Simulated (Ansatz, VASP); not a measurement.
Two plane-wave programs on W

File INCAR:

```
SYSTEM = W
ALGO     = Fast           ! electronic algorithm
EDIFF    = 1E-6           ! SCF threshold, eV
ENCUT    = 520            ! plane-wave cutoff, eV
GGA      = CA             ! functional
ISIF     = 2              ! what is computed and relaxed
ISMEAR   = 0              ! smearing method
LASPH    = .True.         ! aspherical terms in the spheres
LCHARG   = .False.        ! write CHGCAR
LREAL    = .False.        ! projectors in reciprocal space
LWAVE    = .False.        ! write WAVECAR
NBANDS   = 13             ! bands
NELM     = 100            ! most SCF steps
PREC     = Accurate       ! precision mode
SIGMA    = 0.15           ! smearing width, eV
```

The input KPOINTS:

```
k-points
0
Gamma
  20 20 20
  0 0 0
```

The input POSCAR:

```
W
1.0
    0.0000000000      1.9691000000      2.0909000000
    1.9691000000      0.0000000000      2.0909000000
    1.9691000000      1.9691000000      0.0000000000
W
1
Direct
    0.0000000000      0.0000000000      0.0000000000
```

Input for Ansatz:

```yaml
crystal:
  lattice:
    - [0.0, 1.9691, 2.0909]
    - [1.9691, 0.0, 2.0909]
    - [1.9691, 1.9691, 0.0]
  atoms:
    - { symbol: W, position: [0.0, 0.0, 0.0] }
basis:
  ecutwfc: 420
kpoints:
  mp_grid: { grid: [20, 20, 20] }
hamiltonian:
  xc: lda
scf:
  occupations: { method: gaussian, width: 0.15 }
output:
  forces: true
  stress: true
  eigenvalues: true
```

Change from the starting cell: strain -0.030 along x and y, +0.030 along z, atoms carried along.

Alike in both runs: task single point; functional LDA; k mesh 20 × 20 × 20; occupations gaussian, width 0.15 eV; no spin polarisation.

```csv
,VASP,Ansatz
version,VASP 6.6.1,Ansatz 0.2.0
potentials or method,"VASP PAW LDA potentials, release 64 (W_sv), cutoff 520 eV","scalar-relativistic, plane waves, PAW"
valence electrons in the cell,14,14
```

|  | VASP | Ansatz | Ansatz less VASP |
| --- | --- | --- | --- |
| gap on the k mesh at the Fermi level (eV) | none | none | - |
| pressure (GPa) | -8.3 | -9.9 | -1.60 |
| traceless stress, the component that is largest in VASP (GPa) | 7.60 | 7.60 | -0.003 |

LDA's correlation is that of Perdew and Zunger in VASP and of Perdew and Wang (1992) in Ansatz. A gap of «none» marks a metal or a gap that the smearing closes.

Spin-orbit coupling is off throughout.
